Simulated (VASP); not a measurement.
Here is a VASP 6.6.1 calculation.

The input INCAR:

```
SYSTEM = AlN
ALGO     = Normal         ! electronic algorithm
EDIFF    = 1E-6           ! SCF threshold, eV
ENCUT    = 520            ! plane-wave cutoff, eV
GGA      = PS             ! functional
ISIF     = 2              ! what is computed and relaxed
ISMEAR   = 0              ! smearing method
LASPH    = .TRUE.         ! aspherical terms in the spheres
LCHARG   = .TRUE.         ! write CHGCAR
LELF     = .TRUE.         ! ELF
LREAL    = .FALSE.        ! projectors in reciprocal space
LVHAR    = .TRUE.       
LWAVE    = .FALSE.        ! write WAVECAR
NBANDS   = 16             ! bands
NELM     = 80             ! most SCF steps
PREC     = Accurate       ! precision mode
SIGMA    = 0.05           ! smearing width, eV
```

Contents of KPOINTS:

```
k-points
0
G
  9 9 6
  0 0 0
```

The input POSCAR:

```
AlN
1.0
    3.4006000000      0.0000000000      0.0000000000
   -1.7003000000      2.9450059881      0.0000000000
    0.0000000000      0.0000000000      3.9342000000
Al N
2 2
Direct
    0.3333333333      0.6666666667      0.7500000000
    0.6666666667      0.3333333333      0.2500000000
    0.3333333333      0.6666666667      0.2500000000
    0.6666666667      0.3333333333      0.7500000000
```

Potentials or basis: VASP PAW PBE potentials, release 64 (Al, N).

The run is started by

```bash
$ cat potpaw_PBE.64/Al/POTCAR potpaw_PBE.64/N/POTCAR > POTCAR
$ mpirun -np 1 vasp_std > vasp.out
```

Task: Predict the pressure.

Result: -1.1 GPa.

Task: Estimate the band gap on the k mesh.

Result: 3.51 eV, direct.

Stress tensor (GPa, compression positive):
```
-7.12  0.00  0.00
 0.00 -7.12  0.00
 0.00  0.00 10.97
```

Caveat: the PAW data sets were made with another functional, which shifts forces and pressure a little.
